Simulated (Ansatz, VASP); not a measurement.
## One calculation of HfC, two programs

The input INCAR:

```
SYSTEM = HfC
PREC = Accurate
ENCUT = 520
EDIFF = 1E-6
ISMEAR = 0
SIGMA = 0.1
LREAL = .False.
LASPH = .True.
NELM = 80
ALGO = Normal
ISIF = 2
LWAVE = .False.
LCHARG = .True.
GGA = PS
LELF = .True.
LVHAR = .True.
NBANDS = 14
```

Contents of KPOINTS:

```
Automatic mesh
0
Gamma
  16 16 16
  0 0 0
```

POSCAR

```
HfC
1.0
    0.0000000000      2.3488416717      2.3488416717
    2.3488416717      0.0000000000      2.3488416717
    2.3488416717      2.3488416717      0.0000000000
Hf C
1 1
Direct
    0.5000000000      0.5000000000      0.5000000000
    0.0000000000      0.0000000000      0.0000000000
```

Input for Ansatz:

```yaml
crystal:
  lattice:
    - [0.0, 2.3488416717, 2.3488416717]
    - [2.3488416717, 0.0, 2.3488416717]
    - [2.3488416717, 2.3488416717, 0.0]
  atoms:
    - { symbol: Hf, position: [0.5, 0.5, 0.5] }
    - { symbol: C, position: [0.0, 0.0, 0.0] }
basis:
  ecutwfc: 420
kpoints:
  mp_grid: { grid: [16, 16, 16] }
hamiltonian:
  xc: pbesol
scf:
  occupations: { method: gaussian, width: 0.1 }
output:
  forces: true
  stress: true
  eigenvalues: true
  write_density: true
  write_potential: true
  elf: true
  volumetric_format: npy
```

Alike in both runs: task single point; functional PBEsol; k mesh 16 × 16 × 16; occupations gaussian, width 0.1 eV; no spin polarisation.

|  | VASP | Ansatz |
| --- | --- | --- |
| version | VASP 6.6.1 | Ansatz 0.2.0 |
| potentials or method | VASP PAW PBE potentials, release 64 (Hf_pv, C), cutoff 520 eV | scalar-relativistic, plane waves, PAW |
| valence electrons in the cell | 14 | 30 |

VASP gave:

* gap on the k mesh at the Fermi level (eV): none
* pressure (GPa): -13.5

Problem. Estimate Ansatz's values.

Solution. gap on the k mesh at the Fermi level (eV): none; pressure (GPa): -12.9.

VASP's potentials were made for PBE, not for PBEsol. A gap of «none» marks a metal or a gap that the smearing closes. VASP's potentials hold 14 valence electrons a cell and Ansatz's 30, so a difference there can come from the potentials and not from the codes.

Neither program's run includes spin-orbit coupling.
